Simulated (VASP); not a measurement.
# H (I4/mmm) in VASP: further runs

Runs on H. Level: LDA. Tasks: single point.

All numbers are computed with VASP 6.6.1; they aren't measurements. Logs are shortened: lines on timing, memory, paths and dates and some standing lists are left out, and cuts for length are marked.

## (1) The cell of the first run

Symmetry: I4/mmm, No. 139, tetragonal system. The conventional cell has a = 2.511 Å, b = 2.511 Å, c = 3.517 Å, α = 90.00°, β = 90.00°, γ = 90.00°. Within 1.1 Å of H (site symmetry 4mm) lie 1 H at 0.77 Å.

## (2) Single point, LDA

INCAR

```
ALGO = Normal ; EDIFF = 1E-6
ENCUT = 500 ; GGA = CA
GGA_COMPAT = F ; ISIF = 2
ISMEAR = 0 ; LASPH = T
LCHARG = F ; LREAL = F
LWAVE = F ; NBANDS = 8
NELM = 120 ; PREC = Accurate
SIGMA = 0.01
```

KPOINTS

```
k-points
0
Gamma
  12 12 12
```

POSCAR

```
H
1.0
   -1.2553784566      1.2553784566      1.7586088261
    1.2553784566     -1.2553784566      1.7586088261
    1.2553784566      1.2553784566     -1.7586088261
H
2
Direct
    0.8906412665      0.8906412665      0.0000000000
    0.1093587335      0.1093587335      0.0000000000
```

Potentials or basis: VASP PAW LDA potentials, release 64 (H).

Started as:

```
cat potpaw_LDA.64/H/POTCAR > POTCAR
mpirun -np 1 vasp_std > vasp.out
```

OUTCAR:

```text
EDIFF = 1E-6
   ENCUT = 500
   GGA = CA
   ISIF = 2
   ISMEAR = 0
   LASPH = T
   LREAL = F
   NELM = 120
   PREC = Accurate

 ion  position               nearest neighbor table
   1  0.891  0.891  0.000-   2 0.77
   2  0.109  0.109  0.000-   1 0.77

  LATTYP: Found a body centered tetragonal cell.
 ALAT       =     2.5107569132
 C/A-ratio  =     1.4008594913

  Lattice vectors:

 A1 = (  -1.2553784566,   1.2553784566,   1.7586088261)
 A2 = (   1.2553784566,  -1.2553784566,   1.7586088261)
 A3 = (   1.2553784566,   1.2553784566,  -1.7586088261)

Analysis of symmetry for initial positions (statically):
=====================================================================
 Subroutine PRICEL returns:
 Original cell was already a primitive cell.

 Routine SETGRP: Setting up the symmetry group for a
 body centered tetragonal supercell.

 Subroutine GETGRP returns: Found 16 space group operations
 (whereof 16 operations were pure point group operations)
 out of a pool of 16 trial point group operations.

The static configuration has the point symmetry D_4h.

Analysis of symmetry for dynamics (positions and initial velocities):
=====================================================================
 Subroutine PRICEL returns:
 Original cell was already a primitive cell.

 Routine SETGRP: Setting up the symmetry group for a
 body centered tetragonal supercell.

 Subroutine GETGRP returns: Found 16 space group operations
 (whereof 16 operations were pure point group operations)
 out of a pool of 16 trial point group operations.

The dynamic configuration has the point symmetry D_4h.

 Subroutine INISYM returns: Found 16 space group operations
 (whereof 16 operations are pure point group operations),
 and found     1 'primitive' translations

----------------------------------------------------------------------------------------

                                     Primitive cell

  volume of cell :      11.0861

  direct lattice vectors                    reciprocal lattice vectors
    -1.255378457  1.255378457  1.758608826     0.000000000  0.398286268  0.284315643
     1.255378457 -1.255378457  1.758608826     0.398286268  0.000000000  0.284315643
     1.255378457  1.255378457 -1.758608826     0.398286268  0.398286268  0.000000000

  length of vectors
     2.498930800  2.498930800  2.498930800     0.489353999  0.489353999  0.563261841

  position of ions in fractional coordinates (direct lattice)
     0.890641266  0.890641266  0.000000000
     0.109358734  0.109358734  0.000000000

  ion indices of the primitive-cell ions
   primitive index   ion index
                 1           1
                 2           2

----------------------------------------------------------------------------------------

 KPOINTS: k-points

Automatic generation of k-mesh.
 Grid dimensions read from file:
 generate k-points for:   12   12   12

 Generating k-lattice:

  Cartesian coordinates                     Fractional coordinates (reciprocal lattice)
     0.000000000  0.033190522  0.023692970     0.083333333  0.000000000  0.000000000
     0.033190522  0.000000000  0.023692970     0.000000000  0.083333333  0.000000000
     0.033190522  0.033190522  0.000000000     0.000000000  0.000000000  0.083333333

  Length of vectors
     0.040779500  0.040779500  0.046938487

  Shift w.r.t. Gamma in fractional coordinates (k-lattice)
     0.000000000  0.000000000  0.000000000

 Subroutine IBZKPT returns following result:
 ===========================================

 Found    163 irreducible k-points:

 Following reciprocal coordinates:
            Coordinates               Weight
  0.000000  0.000000  0.000000      1.000000
  0.083333  0.000000  0.000000      8.000000
  0.166667  0.000000  0.000000      8.000000
  0.250000  0.000000  0.000000      8.000000
  0.333333  0.000000 -0.000000      8.000000
  0.416667  0.000000  0.000000      8.000000
[... 16 lines left out ...]
  0.500000  0.166667  0.000000     16.000000
 -0.416667  0.166667 -0.000000     16.000000
 [... further k-points ...]
   k-points           NKPTS =    163   k-points in BZ     NKDIM =    163   number of bands    NBANDS=      8
   number of dos      NEDOS =    301   number of ions     NIONS =      2
   total plane-waves  NPLWV =   5832
   dimension x,y,z NGX =    18 NGY =   18 NGZ =   18
   dimension x,y,z NGXF=    36 NGYF=   36 NGZF=   36
   ions per type =               2
   NGX,Y,Z   is equivalent  to a cutoff of  11.97, 11.97, 11.97 a.u.
   NGXF,Y,Z  is equivalent  to a cutoff of  23.95, 23.95, 23.95 a.u.
 SYSTEM =  unknown system
   PREC   = accura    normal or accurate (medium, high low for compatibility)
   ISTART =      0    job   : 0-new  1-cont  2-samecut
   ICHARG =      2    charge: 1-file 2-atom 10-const
   ISPIN  =      1    spin polarized calculation?
   LNONCOLLINEAR =      F non collinear calculations
   LSORBIT =      F    spin-orbit coupling
   LASPH  =      T    aspherical Exc in radial PAW
   ENCUT  =  500.0 eV  36.75 Ry    6.06 a.u.   4.56  4.56  4.56*2*pi/ulx,y,z
   NELM   =    120;   NELMIN=  2; NELMDL= -5     # of ELM steps
   EDIFF  = 0.1E-05   stopping-criterion for ELM
   LREAL  =      F    real-space projection
   EDIFFG = 0.1E-04   stopping-criterion for IOM
   NSW    =      0    number of steps for IOM
   IBRION =     -1    ionic relax: 0-MD 1-quasi-New 2-CG
   NFREE  =      0    steps in history (QN), initial steepest desc. (CG)
   ISIF   =      2    stress and relaxation
   ISYM   =      2    0-nonsym 1-usesym 2-fastsym
   POTIM  = 0.5000    time-step for ionic-motion
   TEBEG  =    0.0;   TEEND  =   0.0 temperature during run
   PSTRESS=    0.0 pullay stress
   NELECT =       2.0000    total number of electrons
   NUPDOWN=      -1.0000    fix difference up-down
   EMIN   =  10.00;   EMAX   =-10.00  energy-range for DOS
   EFERMI =   0.00;   METHOD = LEGACY
   ISMEAR =     0;   SIGMA  =   0.01  broadening in eV -4-tet -1-fermi 0-gaus
   EFERMI_NEDOS =   21; number of points for ismear=-14 and -15
   IALGO  =     38    algorithm
   IMIX   =      4    mixing-type and parameters
     AMIX     =   0.40;   BMIX     =  1.00
     AMIX_MAG =   1.60;   BMIX_MAG =  1.00
  volume/ion in A,a.u.               =       5.54        37.41
  Fermi-wavevector in a.u.,A,eV,Ry     =   0.925036  1.748065 11.642391  0.855692
  Thomas-Fermi vector in A             =   2.050847
   LORBIT       =      0    0 simple, 1 ext, 2 COOP (PROOUT), +10 PAW based schemes
   GGA     = CA    functional components
   LHFCALC =     F    Hartree Fock is set to
   AEXX    =    0.0000 exact exchange contribution
   IVDW    =     0    specifies the selected vdW correction
   LEPSILON=     F    determine dielectric tensor
   LRPA    =     F    only Hartree local field effects (RPA)
 non-spin polarized calculation
 Gauss-broadening in eV      SIGMA  =   0.01
  energy-cutoff  :      500.00
  volume of cell :       11.09
 maximum number of plane-waves:       295
   NGX =  9   NGY =  9   NGZ =  9

 number of electron       2.0000001 magnetization

 Free energy of the ion-electron system (eV)
  ---------------------------------------------------
  ext. energy  EPLUGINS =         0.00000000
  ---------------------------------------------------
  free energy    TOTEN  =        -6.77116268 eV

  energy without entropy =       -6.77116268  energy(sigma->0) =       -6.77116268

 E-fermi :  -4.5506     XC(G=0):  -8.3860

 val. band max:       -4.7383860313   @ k =   0.5000   0.5000   0.5000
 cond. band min:       1.3974511389   @ k =   0.5000   0.0000   0.0000
 fundamental gap:      6.1358371702
 Fermi energy:        -4.5505690174

 k-point     1 :       0.0000    0.0000    0.0000
  band No.  band energies     occupation
      1     -12.0427      2.00000
      2      15.5981      0.00000
      3      16.8818      0.00000
      4      27.0693      0.00000
      5      27.0693      0.00000
      6      28.3339      0.00000
      7      28.3339      0.00000
      8      30.4959      0.00000

 k-point     2 :       0.0833    0.0000    0.0000
  band No.  band energies     occupation
      1     -11.8339      2.00000
      2      13.8977      0.00000
      3      17.7030      0.00000
      4      24.6950      0.00000
      5      25.8456      0.00000
      6      28.7283      0.00000
      7      29.9256      0.00000
      8      30.6153      0.00000

 k-point     3 :       0.1667    0.0000    0.0000
  band No.  band energies     occupation
      1     -11.2176      2.00000
      2      11.0381      0.00000
      3      18.1880      0.00000
      4      21.9916      0.00000
      5      24.5815      0.00000
      6      29.7052      0.00000
      7      31.5614      0.00000
      8      31.8773      0.00000

 k-point     4 :       0.2500    0.0000    0.0000
  band No.  band energies     occupation
      1     -10.2313      2.00000
      2       7.8476      0.00000
      3      18.2292      0.00000
      4      20.1550      0.00000
      5      23.7322      0.00000
      6      29.1483      0.00000
      7      30.2296      0.00000
      8      30.8987      0.00000

 k-point     5 :       0.3333    0.0000   -0.0000
  band No.  band energies     occupation
      1      -8.9734      2.00000
      2       4.8018      0.00000
      3      18.1015      0.00000
      4      19.0618      0.00000
      5      23.2890      0.00000
      6      27.6937      0.00000
      7      28.3850      0.00000
      8      29.1922      0.00000
[... 177 lines left out ...]
 k-point    22 :       0.4167    0.1667    0.0000
  band No.  band energies     occupation
      1      -6.6758      2.00000
      2       2.2657      0.00000
      3      12.4847      0.00000
      4      17.7496      0.00000
      5      20.5818      0.00000
      6      28.0702      0.00000
      7      29.6830      0.00000
      8      36.8863      0.00000

 k-point    23 :       0.5000    0.1667    0.0000
  band No.  band energies     occupation
      1      -6.9111      2.00000
      2       2.7612      0.00000
      3      12.7720      0.00000
      4      17.2005      0.00000
      5      20.2053      0.00000
      6      28.6874      0.00000
      7      30.5253      0.00000
      8      34.8389      0.00000

 k-point    24 :      -0.4167    0.1667   -0.0000
  band No.  band energies     occupation
      1      -7.9807      2.00000
      2       4.7584      0.00000
      3      13.3184      0.00000
      4      17.1830      0.00000
      5      20.4960      0.00000
      6      29.4022      0.00000
      7      30.1995      0.00000
      8      32.5968      0.00000

 [... further k-points ...]
[... 5 lines left out ...]
  --------------------------------------------------------------------------------------
  -------------------------------------------------------------------------------------
  Total        0.2416963      0.2416963      0.2501675      0.0000000     -0.0000000      0.0000000
  in kB       34.9302729     34.9302729     36.1545488      0.0000000     -0.0000000      0.0000000
  external PRESSURE =      35.3383648 kB  Pullay stress =       0.0000000 kB

 VOLUME and BASIS-vectors are now :
 -----------------------------------------------------------------------------
  energy-cutoff  :      500.00
  volume of cell :       11.09
      direct lattice vectors                 reciprocal lattice vectors
    -1.255378457  1.255378457  1.758608826     0.000000000  0.398286268  0.284315643
     1.255378457 -1.255378457  1.758608826     0.398286268  0.000000000  0.284315643
     1.255378457  1.255378457 -1.758608826     0.398286268  0.398286268  0.000000000

 POSITION                                       TOTAL-FORCE (eV/Angst)
 -----------------------------------------------------------------------------------
      0.00000      0.00000      3.13258         0.000000      0.000000     -0.020404
      0.00000      0.00000      0.38464        -0.000000     -0.000000      0.020404
 -----------------------------------------------------------------------------------
    total drift:                                0.000000     -0.000000      0.000000

  FREE ENERGIE OF THE ION-ELECTRON SYSTEM (eV)
  ---------------------------------------------------
  free  energy   TOTEN  =        -6.7711626751 eV

  energy  without entropy=       -6.7711626751  energy(sigma->0) =       -6.77116268
```

Run time: 3.9 s. Hardware: 1 thread of Intel Xeon 6975P-C (Granite Rapids), shared host; peak memory 0.11 GiB.

Results:

- Free energy: -6.7712 eV
- Pressure: 3.5 GPa
- Largest force: 0.020 eV/Å
- Band gap on the k mesh: 6.14 eV (least direct gap 6.58 eV)

Forces in eV/Å, atoms in the order of the input:
```
H    0.000  0.000 -0.020
H    0.000  0.000  0.020
```

Caveat: the cell stands under pressure. A k mesh can miss the band edges.

## (3) Single point, LDA

This run uses another cell than the first one, of 6.74 Å³/atom.

INCAR

```
SYSTEM = H
ALGO = Normal
EDIFF = 1E-6
ENCUT = 500
GGA_COMPAT = .False.
ISIF = 2
ISMEAR = 0
LASPH = .True.
LCHARG = .False.
LREAL = .False.
LWAVE = .False.
NBANDS = 8
NELM = 120
PREC = Accurate
SIGMA = 0.01
```

KPOINTS

```
k-points
0
Gamma
  12 12 12
  0 0 0
```

POSCAR

```
H
1.0
   -1.3459611717      1.3459611717      1.8610645207
    1.3459611717     -1.3459611717      1.8610645207
    1.3459611717      1.3459611717     -1.8610645207
H
2
Direct
    0.8964787831      0.8964787831      0.0000000000
    0.1035212169      0.1035212169      0.0000000000
```

Potentials or basis: VASP PAW LDA potentials, release 64 (H).

Started as:

```
cat potpaw_LDA.64/H/POTCAR > POTCAR
mpirun -np 1 vasp_std > vasp.out
```

It took 4.9 s on 1 thread of Intel Xeon 6975P-C (Granite Rapids), shared host; peak memory 0.11 GiB.

Results (log left out):

```
Free energy            : -6.8050 eV
Pressure               : 0.6 GPa
Largest force          : 0.021 eV/Å
Band gap on the k mesh : 6.79 eV (least direct gap 7.29 eV)
```

Forces in eV/Å, atoms in the order of the input:
```
H    0.000  0.000 -0.021
H    0.000  0.000  0.021
```

Stress tensor (GPa, compression positive):
```
0.57 0.00 0.00
0.00 0.57 0.00
0.00 0.00 0.69
```

Levels at points of the mesh, in eV from the valence-band top:
```
           k point  band 1  band 2  band 3  band 4  band 5  band 6
(0.00, 0.00, 0.00)   -5.72   17.92   20.01   29.04   29.04   30.49
(0.50, 0.00, 0.00)   -1.84    6.79   20.55   21.55   25.53   28.78
(0.50, 0.50, 0.00)   -0.88   10.01   14.46   17.70   20.49   21.15
(0.50, 0.50, 0.50)    0.00    7.29   15.99   19.16   19.16   21.65
```

A k mesh can miss the band edges.

(Part 1 of 2 ends here.)
